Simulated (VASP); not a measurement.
# BiTe in VASP: notebook

The runs below take BiTe through single point, with PBE.

All numbers are computed with VASP 6.6.1; they aren't measurements. Logs are shortened: lines on timing, memory, paths and dates and some standing lists are left out, and cuts for length are marked.

## (1) The cell of the first run

The typed cell holds 2 atoms: a = 3.970 Å, b = 3.913 Å, c = 3.993 Å, α = 89.97°, β = 89.87°, γ = 91.59°.

## (2) Single point, PBE (atoms moved at random and the cell strained at random)

Input file INCAR:

```
ALGO = Normal
EDIFF = 1E-6
ENCUT = 520
GGA = PE
ISIF = 2
ISMEAR = 0
LASPH = True
LCHARG = True
LELF = True
LREAL = False
LVHAR = True
LWAVE = False
NBANDS = 18
NELM = 100
PREC = Accurate
SIGMA = 0.05
```

Input file KPOINTS:

```
k-points
0
Gamma
  10 10 10
```

Input file POSCAR:

```
BiTe
1.0
    3.9691644338     -0.0545724080      0.0046286059
   -0.0545724080      3.9127952799      0.0009217594
    0.0046286059      0.0009217594      3.9929861557
Bi Te
1 1
Direct
   -0.0043739320     -0.0090007417      0.0027487049
    0.5043739320      0.5090007417      0.4972512951
```

Potentials or basis: VASP PAW PBE potentials, release 64 (Bi_d, Te).

Run with:

```
> cat potpaw_PBE.64/Bi_d/POTCAR potpaw_PBE.64/Te/POTCAR > POTCAR
> mpirun -np 1 vasp_std > vasp.out
```

OUTCAR:

```text
EDIFF = 1E-6
   ENCUT = 520
   GGA = PE
   ISIF = 2
   ISMEAR = 0
   LASPH = True
   LREAL = False
   NELM = 100
   PREC = Accurate

 ion  position               nearest neighbor table
   1  0.996  0.991  0.003-   2 3.32   2 3.35   2 3.43   2 3.45   2 3.45   2 3.47   2 3.47   2 3.50

   2  0.504  0.509  0.497-   1 3.32   1 3.35   1 3.43   1 3.45   1 3.45   1 3.47   1 3.47   1 3.50

  LATTYP: Found a triclinic cell.
 ALAT       =     6.9148319977
 B/A-ratio  =     0.5659104858
 C/A-ratio  =     0.5774527778
 COS(alpha) =     0.0004502089
 COS(beta)  =     0.5763746247
 COS(gamma) =     0.5820666124

  Lattice vectors:

 A1 = (   4.0191082359,  -3.9682894473,  -3.9892793092)
 A2 = (   0.0545724080,  -3.9127952799,  -0.0009217594)
 A3 = (  -0.0046286059,  -0.0009217594,  -3.9929861557)

Analysis of symmetry for initial positions (statically):
=====================================================================
 Subroutine PRICEL returns:
 Original cell was already a primitive cell.

 Routine SETGRP: Setting up the symmetry group for a
 triclinic supercell.

 Subroutine GETGRP returns: Found  1 space group operations
 (whereof  1 operations were pure point group operations)
 out of a pool of  2 trial point group operations.

The static configuration has the point symmetry C_1 .

Analysis of symmetry for dynamics (positions and initial velocities):
=====================================================================
 Subroutine PRICEL returns:
 Original cell was already a primitive cell.

 Routine SETGRP: Setting up the symmetry group for a
 triclinic supercell.

 Subroutine GETGRP returns: Found  1 space group operations
 (whereof  1 operations were pure point group operations)
 out of a pool of  2 trial point group operations.

The dynamic configuration has the point symmetry C_1 .

 Subroutine INISYM returns: Found  1 space group operations
 (whereof  1 operations are pure point group operations),
 and found     1 'primitive' translations

----------------------------------------------------------------------------------------

                                     Primitive cell

  volume of cell :      62.0012

  direct lattice vectors                    reciprocal lattice vectors
     3.969164434 -0.054572408  0.004628606     0.251990860  0.003514628 -0.000292915
    -0.054572408  3.912795280  0.000921759     0.003514628  0.255620800 -0.000063083
     0.004628606  0.000921759  3.992986156    -0.000292915 -0.000063083  0.250439489

  length of vectors
     3.969542275  3.913175935  3.992988945     0.252015539  0.255644969  0.250439669

  position of ions in fractional coordinates (direct lattice)
     0.995626068  0.990999258  0.002748705
     0.504373932  0.509000742  0.497251295

  ion indices of the primitive-cell ions
   primitive index   ion index
                 1           1
                 2           2

----------------------------------------------------------------------------------------

 KPOINTS: k-points

Automatic generation of k-mesh.
 Grid dimensions read from file:
 generate k-points for:   10   10   10

 Generating k-lattice:

  Cartesian coordinates                     Fractional coordinates (reciprocal lattice)
     0.025199086  0.000351463 -0.000029292     0.100000000  0.000000000  0.000000000
     0.000351463  0.025562080 -0.000006308     0.000000000  0.100000000  0.000000000
    -0.000029292 -0.000006308  0.025043949     0.000000000  0.000000000  0.100000000

  Length of vectors
     0.025201554  0.025564497  0.025043967

  Shift w.r.t. Gamma in fractional coordinates (k-lattice)
     0.000000000  0.000000000  0.000000000

 Subroutine IBZKPT returns following result:
 ===========================================

 Found    504 irreducible k-points:

 Following reciprocal coordinates:
            Coordinates               Weight
  0.000000  0.000000  0.000000      1.000000
  0.100000  0.000000  0.000000      2.000000
  0.200000  0.000000  0.000000      2.000000
  0.300000  0.000000 -0.000000      2.000000
  0.400000  0.000000 -0.000000      2.000000
  0.500000  0.000000  0.000000      1.000000
[... 16 lines left out ...]
 -0.400000  0.200000  0.000000      2.000000
 -0.300000  0.200000  0.000000      2.000000
 [... further k-points ...]
   k-points           NKPTS =    504   k-points in BZ     NKDIM =    504   number of bands    NBANDS=     18
   number of dos      NEDOS =    301   number of ions     NIONS =      2
   total plane-waves  NPLWV =  27000
   dimension x,y,z NGX =    30 NGY =   30 NGZ =   30
   dimension x,y,z NGXF=    60 NGYF=   60 NGZF=   60
   ions per type =               1   1
   NGX,Y,Z   is equivalent  to a cutoff of  12.56, 12.75, 12.49 a.u.
   NGXF,Y,Z  is equivalent  to a cutoff of  25.13, 25.49, 24.98 a.u.
 SYSTEM =  unknown system
   PREC   = accura    normal or accurate (medium, high low for compatibility)
   ISTART =      0    job   : 0-new  1-cont  2-samecut
   ICHARG =      2    charge: 1-file 2-atom 10-const
   ISPIN  =      1    spin polarized calculation?
   LNONCOLLINEAR =      F non collinear calculations
   LSORBIT =      F    spin-orbit coupling
   LASPH  =      T    aspherical Exc in radial PAW
   ENCUT  =  520.0 eV  38.22 Ry    6.18 a.u.   7.38  7.28  7.42*2*pi/ulx,y,z
   NELM   =    100;   NELMIN=  2; NELMDL= -5     # of ELM steps
   EDIFF  = 0.1E-05   stopping-criterion for ELM
   LREAL  =      F    real-space projection
   EDIFFG = 0.1E-04   stopping-criterion for IOM
   NSW    =      0    number of steps for IOM
   IBRION =     -1    ionic relax: 0-MD 1-quasi-New 2-CG
   NFREE  =      0    steps in history (QN), initial steepest desc. (CG)
   ISIF   =      2    stress and relaxation
   ISYM   =      2    0-nonsym 1-usesym 2-fastsym
   POTIM  = 0.5000    time-step for ionic-motion
   TEBEG  =    0.0;   TEEND  =   0.0 temperature during run
   PSTRESS=    0.0 pullay stress
   NELECT =      21.0000    total number of electrons
   NUPDOWN=      -1.0000    fix difference up-down
   EMIN   =  10.00;   EMAX   =-10.00  energy-range for DOS
   EFERMI =   0.00;   METHOD = LEGACY
   ISMEAR =     0;   SIGMA  =   0.05  broadening in eV -4-tet -1-fermi 0-gaus
   EFERMI_NEDOS =   21; number of points for ismear=-14 and -15
   IALGO  =     38    algorithm
   IMIX   =      4    mixing-type and parameters
     AMIX     =   0.40;   BMIX     =  1.00
     AMIX_MAG =   1.60;   BMIX_MAG =  1.00
  volume/ion in A,a.u.               =      31.00       209.20
  Fermi-wavevector in a.u.,A,eV,Ry     =   1.141164  2.156486 17.718245  1.302254
  Thomas-Fermi vector in A             =   2.277864
   LORBIT       =      0    0 simple, 1 ext, 2 COOP (PROOUT), +10 PAW based schemes
   GGA     = PE    functional components
   LHFCALC =     F    Hartree Fock is set to
   AEXX    =    0.0000 exact exchange contribution
   IVDW    =     0    specifies the selected vdW correction
   LEPSILON=     F    determine dielectric tensor
   LRPA    =     F    only Hartree local field effects (RPA)
 non-spin polarized calculation
 Gauss-broadening in eV      SIGMA  =   0.05
  energy-cutoff  :      520.00
  volume of cell :       62.00
 maximum number of plane-waves:      1696
 NGX is ok and might be reduce to    30
   NGX = 15   NGY = 15   NGZ = 15

 number of electron      21.0000005 magnetization

 Free energy of the ion-electron system (eV)
  ---------------------------------------------------
  ext. energy  EPLUGINS =         0.00000000
  ---------------------------------------------------
  free energy    TOTEN  =        -6.92343913 eV

  energy without entropy =       -6.92211713  energy(sigma->0) =       -6.92277813

 E-fermi :   7.5593     XC(G=0):  -9.9920

 val. band max:        7.5521335987   @ k =   0.5000  -0.1000   0.2000
 cond. band min:       7.5625459247   @ k =   0.0000   0.5000   0.1000
 fundamental gap:      0.0104123260
 Fermi energy:         7.5592979848

 k-point     1 :       0.0000    0.0000    0.0000
  band No.  band energies     occupation
      1     -15.8780      2.00000
      2     -15.8760      2.00000
      3     -15.8367      2.00000
      4     -15.8311      2.00000
      5     -15.8299      2.00000
      6      -6.0215      2.00000
[... 10 lines left out ...]
     17      17.5964      0.00000
     18      17.9328      0.00000

 k-point     2 :       0.1000    0.0000    0.0000
  band No.  band energies     occupation
      1     -15.8778      2.00000
      2     -15.8725      2.00000
      3     -15.8376      2.00000
      4     -15.8314      2.00000
      5     -15.8309      2.00000
      6      -5.9355      2.00000
[... 10 lines left out ...]
     17      17.2196      0.00000
     18      17.3165      0.00000

 k-point     3 :       0.2000    0.0000    0.0000
  band No.  band energies     occupation
      1     -15.8774      2.00000
      2     -15.8632      2.00000
      3     -15.8400      2.00000
      4     -15.8338      2.00000
      5     -15.8315      2.00000
      6      -5.6794      2.00000
[... 10 lines left out ...]
     17      17.0733      0.00000
     18      17.2189      0.00000

 k-point     4 :       0.3000    0.0000   -0.0000
  band No.  band energies     occupation
      1     -15.8769      2.00000
      2     -15.8518      2.00000
      3     -15.8434      2.00000
      4     -15.8372      2.00000
      5     -15.8316      2.00000
      6      -5.2607      2.00000
[... 375 lines left out ...]
      4     -15.8356      2.00000
      5     -15.8326      2.00000
      6      -3.8682      2.00000
[... 10 lines left out ...]
     17      16.2291      0.00000
     18      16.5024      0.00000

 k-point    23 :      -0.4000    0.2000    0.0000
  band No.  band energies     occupation
      1     -15.8670      2.00000
      2     -15.8464      2.00000
      3     -15.8455      2.00000
      4     -15.8360      2.00000
      5     -15.8357      2.00000
      6      -4.4545      2.00000
[... 10 lines left out ...]
     17      16.4749      0.00000
     18      16.7472      0.00000

 k-point    24 :      -0.3000    0.2000    0.0000
  band No.  band energies     occupation
      1     -15.8680      2.00000
      2     -15.8452      2.00000
      3     -15.8430      2.00000
      4     -15.8426      2.00000
      5     -15.8358      2.00000
      6      -4.9763      2.00000
[... 10 lines left out ...]
     17      15.4452      0.00000
     18      17.4731      0.00000

 [... further k-points ...]

------------------------ aborting loop because EDIFF is reached ----------------------------------------

  FORCE on cell =-STRESS in cart. coord.  units (eV):
  Direction    XX          YY          ZZ          XY          YZ          ZX
  --------------------------------------------------------------------------------------
  -------------------------------------------------------------------------------------
  Total       -0.5693432     -0.1866692     -0.7465446      0.0343651     -0.0079829     -0.0066558
  in kB      -14.7124353     -4.8237325    -19.2915096      0.8880306     -0.2062860     -0.1719929
  external PRESSURE =     -12.9425592 kB  Pullay stress =       0.0000000 kB

 VOLUME and BASIS-vectors are now :
 -----------------------------------------------------------------------------
  energy-cutoff  :      520.00
  volume of cell :       62.00
      direct lattice vectors                 reciprocal lattice vectors
     3.969164434 -0.054572408  0.004628606     0.251990860  0.003514628 -0.000292915
    -0.054572408  3.912795280  0.000921759     0.003514628  0.255620800 -0.000063083
     0.004628606  0.000921759  3.992986156    -0.000292915 -0.000063083  0.250439489

 POSITION                                       TOTAL-FORCE (eV/Angst)
 -----------------------------------------------------------------------------------
      3.89774      3.82325      0.01650        -0.009905     -0.020551      0.006352
      1.97647      1.96455      1.98832         0.009905      0.020551     -0.006352
 -----------------------------------------------------------------------------------
    total drift:                                0.000540      0.000325     -0.000336

  FREE ENERGIE OF THE ION-ELECTRON SYSTEM (eV)
  ---------------------------------------------------
  free  energy   TOTEN  =        -6.9234391266 eV

  energy  without entropy=       -6.9221171304  energy(sigma->0) =       -6.92277813
```

It took 3.3 min on 1 thread of AMD EPYC 9R45 (Zen 5), shared host; peak memory 0.59 GiB.

Results:

| Item | Value |
| --- | --- |
| Free energy | -6.9234 eV |
| Pressure | -1.3 GPa |
| Largest force | 0.024 eV/Å |
| Band gap on the k mesh | zero (an odd number of electrons rules out a gap without spin polarisation) |

Forces on the atoms (eV/Å):
```
Bi  -0.010 -0.021  0.006
Te   0.010  0.021 -0.006
```

Caveat: the cell differs from its parent crystal (atoms moved at random and the cell strained at random); spin-orbit coupling is left out, which moves the levels of the heavy elements.

## (3) Single point, PBE

This run uses another cell than the first one, of 29.96 Å³/atom.

Input file INCAR:

```
SYSTEM = BiTe
PREC = Accurate
ENCUT = 520
EDIFF = 1E-7
ISMEAR = 0
SIGMA = 0.05
LREAL = .FALSE.
LASPH = .TRUE.
NELM = 80
ALGO = Normal
ISIF = 2
LWAVE = .FALSE.
LCHARG = .TRUE.
GGA = PE
LELF = .TRUE.
LVHAR = .TRUE.
ISYM = 0
NBANDS = 18
```

Input file KPOINTS:

```
Automatic mesh
0
Gamma
  10 10 10
  0.5 0.5 0.5
```

Input file POSCAR:

```
BiTe
1.0
    3.9133058495      0.0000000000      0.0000000000
    0.0000000000      3.9133058495      0.0000000000
    0.0000000000      0.0000000000      3.9133058495
Bi Te
1 1
Direct
    0.0000000000      0.0000000000      0.0000000000
    0.5000000000      0.5000000000      0.5000000000
```

Potentials or basis: VASP PAW PBE potentials, release 64 (Bi_d, Te).

Run with:

```
> cat potpaw_PBE.64/Bi_d/POTCAR potpaw_PBE.64/Te/POTCAR > POTCAR
> mpirun -np 1 vasp_std > vasp.out
```

It took 4.3 min on 1 thread of AMD EPYC 9R45 (Zen 5), shared host; peak memory 0.56 GiB.

Results (log left out):

- Free energy: -6.9283 eV
- Pressure: 0.1 GPa
- Band gap on the k mesh: zero (an odd number of electrons rules out a gap without spin polarisation)

Levels at points of the mesh, in eV from the Fermi level:
| k point | band 8 | band 9 | band 10 | band 11 | band 12 | band 13 |
| --- | --- | --- | --- | --- | --- | --- |
| (0.05, 0.05, 0.05) | -2.77 | -2.77 | -2.39 | 3.22 | 3.22 | 3.27 |

Caveat: spin-orbit coupling is left out, which moves the levels of the heavy elements.

## (4) Single point, PBE

This run uses another cell than the first one, of 29.96 Å³/atom.

Input file INCAR:

```
SYSTEM = BiTe
PREC     = Accurate       ! precision mode
ENCUT    = 520            ! plane-wave cutoff, eV
EDIFF    = 1E-7           ! SCF threshold, eV
ISMEAR   = 0              ! smearing method
SIGMA    = 0.05           ! smearing width, eV
LREAL    = .False.        ! projectors in reciprocal space
LASPH    = .True.         ! aspherical terms in the spheres
NELM     = 80             ! most SCF steps
ALGO     = Normal         ! electronic algorithm
ISIF     = 2              ! what is computed and relaxed
LWAVE    = .False.        ! write WAVECAR
LCHARG   = .False.        ! write CHGCAR
GGA      = PE             ! functional
ISYM     = 0            
NBANDS   = 18             ! bands
```

Input file KPOINTS:

```
regular mesh
0
Gamma
  10 10 10
  0 0 0
```

POSCAR is that of step 3.

Run with:

```
> cat potpaw_PBE.64/Bi_d/POTCAR potpaw_PBE.64/Te/POTCAR > POTCAR
> mpirun -np 1 vasp_std > vasp.out
```

Wall time 6.4 min (1 thread of Intel Xeon Platinum 8259CL at 2.50GHz (Skylake/Cascade Lake), shared host); peak memory 0.61 GiB.

It converged, with:

```yaml
Free_energy: -6.9370 eV
Pressure: -0.1 GPa
Band_gap_on_the_k_mesh: zero (an odd number of electrons rules out a gap without spin polarisation)
```

Levels at points of the mesh, in eV from the Fermi level:
| k point | band 7 | band 8 | band 9 | band 10 | band 11 | band 12 | band 13 | band 14 |
| --- | --- | --- | --- | --- | --- | --- | --- | --- |
| (0.00, 0.00, 0.00) | -8.69 | -2.61 | -2.61 | -2.61 | 3.07 | 3.07 | 3.95 | 3.95 |
| (0.50, 0.00, 0.00) | -11.67 | -1.91 | -1.17 | -0.75 | -0.75 | 0.61 | 0.61 | 4.70 |
| (0.00, 0.50, 0.00) | -11.67 | -1.91 | -1.17 | -0.75 | -0.75 | 0.61 | 0.61 | 4.70 |
| (0.00, 0.00, 0.50) | -11.67 | -1.91 | -1.17 | -0.75 | -0.75 | 0.61 | 0.61 | 4.70 |
| (0.50, 0.50, 0.00) | -10.80 | -5.64 | -5.64 | -0.27 | 1.61 | 2.58 | 2.58 | 5.43 |
| (0.00, 0.50, 0.50) | -10.80 | -5.64 | -5.64 | -0.27 | 1.61 | 2.58 | 2.58 | 5.43 |
| (0.50, 0.00, 0.50) | -10.80 | -5.64 | -5.64 | -0.27 | 1.61 | 2.58 | 2.58 | 5.43 |
| (0.50, 0.50, 0.50) | -10.17 | -3.33 | -3.33 | -3.33 | -2.67 | -2.67 | -2.67 | 13.40 |

Caveat: spin-orbit coupling is left out, which moves the levels of the heavy elements.

## (5) Summary

| cell | k mesh | gap on the mesh (eV) | pressure (GPa) |
| --- | --- | --- | --- |
| a = 3.970, b = 3.913, c = 3.993 Å, angles 90.0, 89.9, 91.6°, 2 atoms, atomic positions A | 10 × 10 × 10 | none | -1.3 |
| a = 3.913 Å, 2 atoms, atomic positions B | 10 × 10 × 10, shifted | none | 0.1 |
| a = 3.913 Å, 2 atoms, atomic positions B | 10 × 10 × 10 | none | -0.1 |

Alike in all rows: task single point; level PBE; potentials or basis VASP PAW PBE potentials, release 64 (Bi_d, Te); no spin polarisation; cutoff (eV) 520; smearing gaussian 0.05 eV.

Caveats: spin-orbit coupling is left out, which moves the levels of the heavy elements.

Total energies depend on the potentials used, so only differences within one code and one set of settings carry meaning.
